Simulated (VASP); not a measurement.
Input of a VASP 6.6.1 run:

The input INCAR:

```
  ALGO = Normal
  EDIFF = 1E-7
  EDIFFG = -0.005
  ENCUT = 600
  GGA = PE
  IBRION = 2
  ISIF = 3
  ISMEAR = -1
  LASPH = True
  LCHARG = False
  LREAL = False
  LWAVE = False
  NELM = 100
  NSW = 60
  PREC = Accurate
  PSTRESS = 4.3
  SIGMA = 0.08
```

Contents of KPOINTS:

```
k-points
0
Gamma
  10 10 9
```

POSCAR

```
Rb
1.0
    4.6802263963      0.0000000000      0.0000000000
   -2.3401131982      4.0531949547      0.0000000000
    0.0000000000      0.0000000000      4.3994128125
Rb
1
Direct
    0.0000000000      0.0000000000      0.0000000000
```

Potentials or basis: VASP PAW PBE potentials, release 64 (Rb_sv).

Launch:

```sh
$ cat potpaw_PBE.64/Rb_sv/POTCAR > POTCAR
$ mpirun -np 1 vasp_std > vasp.out
```

(1) What does it give for the space group after relaxing (to 0.1 Å)?

(2) What does it give for the relaxed cell?

(3) Estimate the band gap on the k mesh.

Results:

(1) P6/mmm (No. 191).

(2) a = 4.676 Å, b = 4.676 Å, c = 4.384 Å, α = 90.00°, β = 90.00°, γ = 120.00°.

(3) zero (an odd number of electrons rules out a gap without spin polarisation).
